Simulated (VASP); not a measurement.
Write the native input for VASP 6.6.1 that does the following.

* Task: relaxation of shape and atoms at fixed volume
* Functional: PBE
* Potentials or basis: VASP PAW PBE potentials, release 64 (Ba_sv, Ti_sv, O)
* Cutoff: 600 eV
* k mesh: 6 × 6 × 6
* Occupations: gaussian, width 0.02 eV
* Spin: no spin polarisation
* Dipole correction: no
* Further INCAR settings: ALGO = Normal; EDIFF = 1e-07; IBRION = 2; EDIFFG = -0.01; NSW = 50; ISIF = 4

The structure of BaTiO3 lies in POSCAR:

```
BaTiO3
1.0
    2.9159449083      1.6835215778      2.4076760131
   -2.9159449083      1.6835215778      2.4076760131
    0.0000000000     -3.3670431555      2.4076760131
Ba Ti O
1 1 3
Direct
    0.0073516732      0.0073516732      0.0073516732
    0.5225498396      0.5225498396      0.5225498396
    0.4874226965      0.4874226965      0.9739531443
    0.4874226965      0.9739531443      0.4874226965
    0.9739531443      0.4874226965      0.4874226965
```

These files were run (other wordings do the same):

INCAR

```
PREC     = Accurate       # precision mode
ENCUT    = 600            # plane-wave cutoff, eV
EDIFF    = 1E-7           # SCF threshold, eV
ISMEAR   = 0              # smearing method
SIGMA    = 0.02           # smearing width, eV
LREAL    = F              # projectors in reciprocal space
LASPH    = T              # aspherical terms in the spheres
NELM     = 100            # most SCF steps
ALGO     = Normal         # electronic algorithm
ISIF     = 4              # what is computed and relaxed
LWAVE    = F              # write WAVECAR
LCHARG   = F              # write CHGCAR
GGA      = PE             # functional
IBRION   = 2              # ionic algorithm
NSW      = 50             # ionic steps
EDIFFG   = -0.01          # ionic threshold
```

KPOINTS

```
Automatic mesh
0
Gamma
  6 6 6
```

Potentials or basis: VASP PAW PBE potentials, release 64 (Ba_sv, Ti_sv, O).

Launch:

```sh
$ cat potpaw_PBE.64/Ba_sv/POTCAR potpaw_PBE.64/Ti_sv/POTCAR potpaw_PBE.64/O/POTCAR > POTCAR
$ mpirun -np 1 vasp_std > vasp.out
```

It gave:

```yaml
Energy_gained_by_relaxing: 1.2 meV/atom
Ionic_steps: 7
Pressure_after_relaxing: -3.8 GPa
Largest_force_after_relaxing: 0.007 eV/Å
Band_gap_on_the_k_mesh: 2.82 eV (least direct gap 3.40 eV)
```

Caveat: spin-orbit coupling is left out, which moves the levels of the heavy elements.

It took 92 s on 1 thread of Intel(R) Xeon(R) 6975P-C (Granite Rapids), on a shared host, peak memory 0.25 GiB.
